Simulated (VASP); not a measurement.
V, 1 atom in the cell. The structure is trigonal, space group R-3m (No. 166). Conventional cell: a = 2.847 Å, b = 2.847 Å, c = 5.895 Å, α = 90.00°, β = 90.00°, γ = 120.00°. V (site symmetry -3m) has 12 V at 2.56 to 2.85 Å within 3.4 Å. 

```yaml
Program: VASP 6.6.1
Task: single point
Functional: PBE
Potentials_or_basis: VASP PAW PBE potentials, release 64 (V_sv)
Cutoff: 520 eV
k_mesh: 24 × 24 × 24
Occupations: gaussian, width 0.1 eV
Spin: no spin polarisation
Dipole_correction: no
Further_INCAR_settings: ALGO = Fast; EDIFF = 1e-06; NBANDS = 12
```

Potentials or basis: VASP PAW PBE potentials, release 64 (V_sv).

The run is started by

```console
$ cat potpaw_PBE.64/V_sv/POTCAR > POTCAR
$ mpirun -np 1 vasp_std > vasp.out
```

Hardware: 1 thread of AMD EPYC 7R13 (shared host).

**Question.** How long does it take, and how much memory?

**Answer.** It took 3.5 min on 1 thread of AMD EPYC 7R13 (shared host), peak memory 0.27 GiB. Counts: scf iterations 13, k points 1313.
